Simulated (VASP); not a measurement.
# CsPbCl3 (P1) in VASP: further runs

The runs below take CsPbCl3 through single point, with PBE.

Program: VASP 6.6.1. These are calculated values, not measurements. Logs are shortened: lines on timing, memory, paths and dates and some standing lists are left out, and cuts for length are marked.

### 1 The cell of the first run

The typed cell holds 5 atoms: a = 5.640 Å, b = 5.640 Å, c = 5.640 Å, α = 90.00°, β = 90.00°, γ = 90.00°.

### 2 Single point, PBE

INCAR reads:

```
ALGO = Normal
EDIFF = 1E-6
ENCUT = 520
GGA = PE
ISIF = 2
ISMEAR = -1
LASPH = T
LCHARG = F
LREAL = F
LWAVE = F
NBANDS = 30
NELM = 80
PREC = Accurate
SIGMA = 0.1
```

KPOINTS reads:

```
k-points
0
Gamma
  3 3 3
```

POSCAR reads:

```
CsPbCl3
1.0
    5.6399268900      0.0000000000      0.0000000000
    0.0000000000      5.6399268900      0.0000000000
    0.0000000000      0.0000000000      5.6399268900
Pb Cl Cs
1 3 1
Direct
    0.4991328886      0.5020180324      0.5116284406
    0.0147535600      0.5079585349      0.4928406084
    0.4943246702     -0.0038316100      0.5149038377
    0.4797945173      0.5066420285     -0.0246228369
    0.0043197368     -0.0060186950     -0.0136269497
```

Potentials or basis: VASP PAW PBE potentials, release 64 (Pb_d, Cl, Cs_sv).

Command:

```sh
> cat potpaw_PBE.64/Pb_d/POTCAR potpaw_PBE.64/Cl/POTCAR potpaw_PBE.64/Cs_sv/POTCAR > POTCAR
> mpirun -np 1 vasp_std > vasp.out
```

OUTCAR:

```text
EDIFF = 1E-6
   ENCUT = 520
   GGA = PE
   ISIF = 2
   ISMEAR = -1
   LASPH = T
   LREAL = F
   NELM = 80
   PREC = Accurate

 ion  position               nearest neighbor table
   1  0.499  0.502  0.512-   4 2.62   2 2.73   3 2.79   3 2.85   2 2.91   4 3.03
   2  0.015  0.508  0.493-   1 2.73   1 2.91
   3  0.494  0.996  0.515-   1 2.79   1 2.85
   4  0.480  0.507  0.975-   1 2.62   1 3.03
   5  0.004  0.994  0.986-

  LATTYP: Found a simple cubic cell.
 ALAT       =     5.6399268900

  Lattice vectors:

 A1 = (   5.6399268900,   0.0000000000,   0.0000000000)
 A2 = (   0.0000000000,   5.6399268900,   0.0000000000)
 A3 = (   0.0000000000,   0.0000000000,   5.6399268900)

Analysis of symmetry for initial positions (statically):
=====================================================================
 Subroutine PRICEL returns:
 Original cell was already a primitive cell.

 Routine SETGRP: Setting up the symmetry group for a
 simple cubic supercell.

 Subroutine GETGRP returns: Found  1 space group operations
 (whereof  1 operations were pure point group operations)
 out of a pool of 48 trial point group operations.

The static configuration has the point symmetry C_1 .

Analysis of symmetry for dynamics (positions and initial velocities):
=====================================================================
 Subroutine PRICEL returns:
 Original cell was already a primitive cell.

 Routine SETGRP: Setting up the symmetry group for a
 simple cubic supercell.

 Subroutine GETGRP returns: Found  1 space group operations
 (whereof  1 operations were pure point group operations)
 out of a pool of 48 trial point group operations.

The dynamic configuration has the point symmetry C_1 .

 Subroutine INISYM returns: Found  1 space group operations
 (whereof  1 operations are pure point group operations),
 and found     1 'primitive' translations

----------------------------------------------------------------------------------------

                                     Primitive cell

  volume of cell :     179.3992

  direct lattice vectors                    reciprocal lattice vectors
     5.639926890  0.000000000  0.000000000     0.177307263  0.000000000  0.000000000
     0.000000000  5.639926890  0.000000000     0.000000000  0.177307263  0.000000000
     0.000000000  0.000000000  5.639926890     0.000000000  0.000000000  0.177307263

  length of vectors
     5.639926890  5.639926890  5.639926890     0.177307263  0.177307263  0.177307263

  position of ions in fractional coordinates (direct lattice)
     0.499132889  0.502018032  0.511628441
     0.014753560  0.507958535  0.492840608
     0.494324670  0.996168390  0.514903838
     0.479794517  0.506642028  0.975377163
     0.004319737  0.993981305  0.986373050

  ion indices of the primitive-cell ions
   primitive index   ion index
                 1           1
                 2           2
                 3           3
                 4           4
                 5           5

----------------------------------------------------------------------------------------

 KPOINTS: k-points

Automatic generation of k-mesh.
 Grid dimensions read from file:
 generate k-points for:    3    3    3

 Generating k-lattice:

  Cartesian coordinates                     Fractional coordinates (reciprocal lattice)
     0.059102421  0.000000000  0.000000000     0.333333333  0.000000000  0.000000000
     0.000000000  0.059102421  0.000000000     0.000000000  0.333333333  0.000000000
     0.000000000  0.000000000  0.059102421     0.000000000  0.000000000  0.333333333

  Length of vectors
     0.059102421  0.059102421  0.059102421

  Shift w.r.t. Gamma in fractional coordinates (k-lattice)
     0.000000000  0.000000000  0.000000000

 Subroutine IBZKPT returns following result:
 ===========================================

 Found     14 irreducible k-points:

 Following reciprocal coordinates:
            Coordinates               Weight
  0.000000  0.000000  0.000000      1.000000
  0.333333  0.000000  0.000000      2.000000
  0.000000  0.333333  0.000000      2.000000
  0.000000  0.000000  0.333333      2.000000
  0.333333  0.333333  0.000000      2.000000
  0.000000  0.333333  0.333333      2.000000
  0.333333  0.000000  0.333333      2.000000
 -0.333333  0.333333  0.000000      2.000000
 -0.333333  0.000000  0.333333      2.000000
  0.000000 -0.333333  0.333333      2.000000
  0.333333  0.333333  0.333333      2.000000
 -0.333333  0.333333  0.333333      2.000000
 -0.333333 -0.333333  0.333333      2.000000
  0.333333 -0.333333  0.333333      2.000000
   k-points           NKPTS =     14   k-points in BZ     NKDIM =     14   number of bands    NBANDS=     30
   number of dos      NEDOS =    301   number of ions     NIONS =      5
   total plane-waves  NPLWV =  74088
   dimension x,y,z NGX =    42 NGY =   42 NGZ =   42
   dimension x,y,z NGXF=    84 NGYF=   84 NGZF=   84
   ions per type =               1   3   1
   NGX,Y,Z   is equivalent  to a cutoff of  12.38, 12.38, 12.38 a.u.
   NGXF,Y,Z  is equivalent  to a cutoff of  24.76, 24.76, 24.76 a.u.
 SYSTEM =  unknown system
   PREC   = accura    normal or accurate (medium, high low for compatibility)
   ISTART =      0    job   : 0-new  1-cont  2-samecut
   ICHARG =      2    charge: 1-file 2-atom 10-const
   ISPIN  =      1    spin polarized calculation?
   LNONCOLLINEAR =      F non collinear calculations
   LSORBIT =      F    spin-orbit coupling
   LASPH  =      T    aspherical Exc in radial PAW
   ENCUT  =  520.0 eV  38.22 Ry    6.18 a.u.  10.49 10.49 10.49*2*pi/ulx,y,z
   NELM   =     80;   NELMIN=  2; NELMDL= -5     # of ELM steps
   EDIFF  = 0.1E-05   stopping-criterion for ELM
   LREAL  =      F    real-space projection
   EDIFFG = 0.1E-04   stopping-criterion for IOM
   NSW    =      0    number of steps for IOM
   IBRION =     -1    ionic relax: 0-MD 1-quasi-New 2-CG
   NFREE  =      0    steps in history (QN), initial steepest desc. (CG)
   ISIF   =      2    stress and relaxation
   ISYM   =      2    0-nonsym 1-usesym 2-fastsym
   POTIM  = 0.5000    time-step for ionic-motion
   TEBEG  =    0.0;   TEEND  =   0.0 temperature during run
   PSTRESS=    0.0 pullay stress
   NELECT =      44.0000    total number of electrons
   NUPDOWN=      -1.0000    fix difference up-down
   EMIN   =  10.00;   EMAX   =-10.00  energy-range for DOS
   EFERMI =   0.00;   METHOD = LEGACY
   ISMEAR =    -1;   SIGMA  =   0.10  broadening in eV -4-tet -1-fermi 0-gaus
   EFERMI_NEDOS =   21; number of points for ismear=-14 and -15
   IALGO  =     38    algorithm
   IMIX   =      4    mixing-type and parameters
     AMIX     =   0.40;   BMIX     =  1.00
     AMIX_MAG =   1.60;   BMIX_MAG =  1.00
  volume/ion in A,a.u.               =      35.88       242.13
  Fermi-wavevector in a.u.,A,eV,Ry     =   1.024752  1.936501 14.287714  1.050117
  Thomas-Fermi vector in A             =   2.158556
   LORBIT       =      0    0 simple, 1 ext, 2 COOP (PROOUT), +10 PAW based schemes
   GGA     = PE    functional components
   LHFCALC =     F    Hartree Fock is set to
   AEXX    =    0.0000 exact exchange contribution
   IVDW    =     0    specifies the selected vdW correction
   LEPSILON=     F    determine dielectric tensor
   LRPA    =     F    only Hartree local field effects (RPA)
 non-spin polarized calculation
  energy-cutoff  :      520.00
  volume of cell :      179.40
 maximum number of plane-waves:      4853
 NGX is ok and might be reduce to    42
   NGX = 21   NGY = 21   NGZ = 21

 number of electron      44.0000007 magnetization

 Free energy of the ion-electron system (eV)
  ---------------------------------------------------
  ext. energy  EPLUGINS =         0.00000000
  ---------------------------------------------------
  free energy    TOTEN  =       -17.54145265 eV

  energy without entropy =      -17.54145265  energy(sigma->0) =      -17.54145265

 E-fermi :   2.4754     XC(G=0):  -7.7319

 val. band max:        0.3990985478   @ k =   0.3333  -0.3333   0.3333
 cond. band min:       4.5640284075   @ k =  -0.3333  -0.3333   0.3333
 fundamental gap:      4.1649298598
 Fermi energy:         2.4753996588

 k-point     1 :       0.0000    0.0000    0.0000
  band No.  band energies     occupation
      1     -19.7167      2.00000
      2     -15.1312      2.00000
      3     -15.0825      2.00000
      4     -14.8500      2.00000
      5     -14.8449      2.00000
      6     -14.8423      2.00000
[... 22 lines left out ...]
     29       7.7567      0.00000
     30       7.7986      0.00000

 k-point     2 :       0.3333    0.0000    0.0000
  band No.  band energies     occupation
      1     -19.7152      2.00000
      2     -15.1234      2.00000
      3     -15.0202      2.00000
      4     -14.8508      2.00000
      5     -14.8458      2.00000
      6     -14.8428      2.00000
[... 22 lines left out ...]
     29       7.2250      0.00000
     30       8.1920      0.00000

 k-point     3 :       0.0000    0.3333    0.0000
  band No.  band energies     occupation
      1     -19.7152      2.00000
      2     -15.1251      2.00000
      3     -15.0181      2.00000
      4     -14.8510      2.00000
      5     -14.8453      2.00000
      6     -14.8429      2.00000
[... 22 lines left out ...]
     29       7.2867      0.00000
     30       8.0918      0.00000

 k-point     4 :       0.0000    0.0000    0.3333
  band No.  band energies     occupation
      1     -19.7153      2.00000
      2     -15.0826      2.00000
      3     -15.0562      2.00000
      4     -14.8503      2.00000
      5     -14.8460      2.00000
      6     -14.8431      2.00000
[... 286 lines left out ...]
     29       7.7135      0.00000
     30       8.0072      0.00000

 k-point    13 :      -0.3333   -0.3333    0.3333
  band No.  band energies     occupation
      1     -19.7128      2.00000
      2     -15.0172      2.00000
      3     -14.9642      2.00000
      4     -14.8521      2.00000
      5     -14.8470      2.00000
      6     -14.8444      2.00000
[... 22 lines left out ...]
     29       7.7232      0.00000
     30       7.9775      0.00000

 k-point    14 :       0.3333   -0.3333    0.3333
  band No.  band energies     occupation
      1     -19.7128      2.00000
      2     -15.0171      2.00000
      3     -14.9642      2.00000
      4     -14.8521      2.00000
      5     -14.8472      2.00000
      6     -14.8444      2.00000
[... 22 lines left out ...]
     29       7.7230      0.00000
     30       7.9989      0.00000

------------------------ aborting loop because EDIFF is reached ----------------------------------------

  FORCE on cell =-STRESS in cart. coord.  units (eV):
  Direction    XX          YY          ZZ          XY          YZ          ZX
  --------------------------------------------------------------------------------------
  -------------------------------------------------------------------------------------
  Total        1.3693779      1.2507725      2.1145765      0.0027877     -0.0104412     -0.0003262
  in kB       12.2296342     11.1703935     18.8848509      0.0248960     -0.0932482     -0.0029134
  external PRESSURE =      14.0949596 kB  Pullay stress =       0.0000000 kB

 VOLUME and BASIS-vectors are now :
 -----------------------------------------------------------------------------
  energy-cutoff  :      520.00
  volume of cell :      179.40
      direct lattice vectors                 reciprocal lattice vectors
     5.639926890  0.000000000  0.000000000     0.177307263  0.000000000  0.000000000
     0.000000000  5.639926890  0.000000000     0.000000000  0.177307263  0.000000000
     0.000000000  0.000000000  5.639926890     0.000000000  0.000000000  0.177307263

 POSITION                                       TOTAL-FORCE (eV/Angst)
 -----------------------------------------------------------------------------------
      2.81507      2.83135      2.88555         0.194304     -0.075522     -0.649399
      0.08321      2.86485      2.77958        -0.276332     -0.016514     -0.006518
      2.78795      5.61832      2.90402         0.035177      0.103796     -0.031430
      2.70601      2.85742      5.50106         0.038798     -0.015199      0.669915
      0.02436      5.60598      5.56307         0.008053      0.003439      0.017431
 -----------------------------------------------------------------------------------
    total drift:                                0.000344     -0.000712     -0.000271

  FREE ENERGIE OF THE ION-ELECTRON SYSTEM (eV)
  ---------------------------------------------------
  free  energy   TOTEN  =       -17.5414526483 eV

  energy  without entropy=      -17.5414526459  energy(sigma->0) =      -17.54145265
```

Wall time 2.1 min (1 thread of Oxide Virtual Turin-like, shared host); peak memory 0.26 GiB.

Results:

* Free energy: -17.5415 eV
* Pressure: 1.4 GPa
* Largest force: 0.682 eV/Å
* Band gap on the k mesh: 4.16 eV

Forces in eV/Å, atoms in the order of the input:
```
Pb   0.194 -0.076 -0.649
Cl  -0.276 -0.017 -0.007
Cl   0.035  0.104 -0.031
Cl   0.039 -0.015  0.670
Cs   0.008  0.003  0.017
```

Stress tensor (GPa, compression positive):
```
 1.22  0.00  0.00
 0.00  1.12 -0.01
 0.00 -0.01  1.89
```

Levels at points of the mesh, in eV from the valence-band top:
```csv
k point,band 20,band 21,band 22,band 23,band 24,band 25
"(0.00, 0.00, 0.00)",-1.25,-1.25,-1.23,4.60,5.57,5.59
```

Caveat: spin-orbit coupling is left out, which moves the levels of the heavy elements.

### 3 Single point, PBE

INCAR reads:

```
SYSTEM = CsPbCl3
ALGO     = Normal         ! electronic algorithm
EDIFF    = 1E-6           ! SCF threshold, eV
ENCUT    = 520            ! plane-wave cutoff, eV
GGA      = PE             ! functional
ISIF     = 2              ! what is computed and relaxed
ISMEAR   = -1             ! smearing method
LASPH    = .True.         ! aspherical terms in the spheres
LCHARG   = .False.        ! write CHGCAR
LREAL    = .False.        ! projectors in reciprocal space
LWAVE    = .False.        ! write WAVECAR
NBANDS   = 30             ! bands
NELM     = 80             ! most SCF steps
PREC     = Accurate       ! precision mode
SIGMA    = 0.1            ! smearing width, eV
```

KPOINTS reads:

```
k-points
0
Gamma
  3 3 3
  0 0 0
```

POSCAR reads:

```
CsPbCl3
1.0
    5.6399268900      0.0000000000      0.0000000000
    0.0000000000      5.6399268900      0.0000000000
    0.0000000000      0.0000000000      5.6399268900
Pb Cl Cs
1 3 1
Direct
    0.4988383812      0.5028531496      0.5163577573
    0.0204298748      0.5113318056      0.4897577671
    0.4919735759     -0.0052310962      0.5212202316
    0.4712264985      0.5094539444     -0.0336358970
    0.0061773850     -0.0085970973     -0.0194580536
```

Potentials or basis: VASP PAW PBE potentials, release 64 (Pb_d, Cl, Cs_sv).

Command:

```sh
> cat potpaw_PBE.64/Pb_d/POTCAR potpaw_PBE.64/Cl/POTCAR potpaw_PBE.64/Cs_sv/POTCAR > POTCAR
> mpirun -np 1 vasp_std > vasp.out
```

Run time: 1.9 min. Hardware: 1 thread of Oxide Virtual Turin-like, shared host; peak memory 0.25 GiB.

Results (log left out):

| Item | Value |
| --- | --- |
| Free energy | -17.4570 eV |
| Pressure | 1.9 GPa |
| Largest force | 1.117 eV/Å |
| Band gap on the k mesh | 4.12 eV |

Forces in eV/Å, atoms in the order of the input:
```
Pb   0.307 -0.114 -1.068
Cl  -0.395 -0.023 -0.017
Cl   0.051  0.151 -0.044
Cl   0.031 -0.021  1.102
Cs   0.007  0.008  0.027
```

Stress tensor (GPa, compression positive):
```
 1.49  0.00 -0.03
 0.00  1.28 -0.01
-0.03 -0.01  2.79
```

Levels at points of the mesh, in eV from the valence-band top:
```csv
k point,band 19,band 20,band 21,band 22,band 23,band 24,band 25,band 26
"(0.00, 0.00, 0.00)",-1.37,-1.30,-1.29,-1.26,4.54,5.52,5.55,6.37
```

Caveat: spin-orbit coupling is left out, which moves the levels of the heavy elements; forces of over 1 eV/Å act on the atoms, so gaps and moduli don't describe the material at rest. A k mesh can miss the band edges.
